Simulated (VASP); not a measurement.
Hf2AlN3:

```
Hf Al N
1.0
     3.43198    0.00000    0.00000
    -1.71599    2.97219    0.00000
     0.00000    0.00000    8.40661
Hf Al N
2 1 3
Direct
  0.33333 0.66667 0.66667
  0.66667 0.33333 0.33333
  0.00000 0.00000 0.00000
  0.66667 0.33333 0.83333
  0.00000 0.00000 0.50000
  0.33333 0.66667 0.16667
```

```yaml
Program: VASP 6.6.1
Task: relaxation of cell and atoms
Functional: PBE
Potentials_or_basis: VASP PAW PBE potentials, release 64 (Hf_pv, Al, N)
Cutoff: 600 eV
k_mesh: 6 × 6 × 2
Occupations: gaussian, width 0.1 eV
Spin: no spin polarisation
```

At the start: pressure -36.0 GPa; volume 14.29 Å³/atom.

Where does the relaxation end?

Over 12 steps the energy falls by 577.3 meV/atom and the volume is 10.71 Å³/atom (-25.0 %); space group P-3m1 (No. 164, to 0.1 Å) before and after.

The path:
```tsv
step	energy change (eV)	largest force (eV/Å)	pressure (GPa)	volume (Å³)
1	0.0000	1.1375	-35.97	85.75
2	0.4322	5.1230	100.23	51.77
3	-3.0368	2.5872	-2.27	66.18
4	-3.0439	2.6662	-0.05	65.59
5	-3.0440	2.7163	1.40	65.22
6	-3.3246	1.9755	6.64	63.35
7	-3.3426	1.3947	5.21	63.70
8	-3.4250	0.2845	-6.38	65.99
9	-3.4432	0.4647	-3.16	65.28
10	-3.4615	0.1816	0.99	64.03
11	-3.4632	0.0596	0.02	64.30
12	-3.4636	0.0124	0.10	64.27
```

Final structure:
```yaml
crystal:
  lattice:
    - [3.10506, 0.00000, 0.00000]
    - [-1.55253, 2.68906, 0.00000]
    - [0.00000, 0.00000, 7.69787]
  atoms:
    - { symbol: Hf, position: [0.33333, 0.66667, 0.66641] }
    - { symbol: Hf, position: [0.66667, 0.33333, 0.33359] }
    - { symbol: Al, position: [0.00000, 0.00000, 0.00000] }
    - { symbol: N, position: [0.66667, 0.33333, 0.85409] }
    - { symbol: N, position: [0.00000, 0.00000, 0.50000] }
    - { symbol: N, position: [0.33333, 0.66667, 0.14591] }
```

Caveat: the k points lie up to 0.41 Å⁻¹ apart in the final cell, too coarse for converged energies and pressures of a metal; the volume moved by over 15 % at a fixed basis, so the end points are rough.
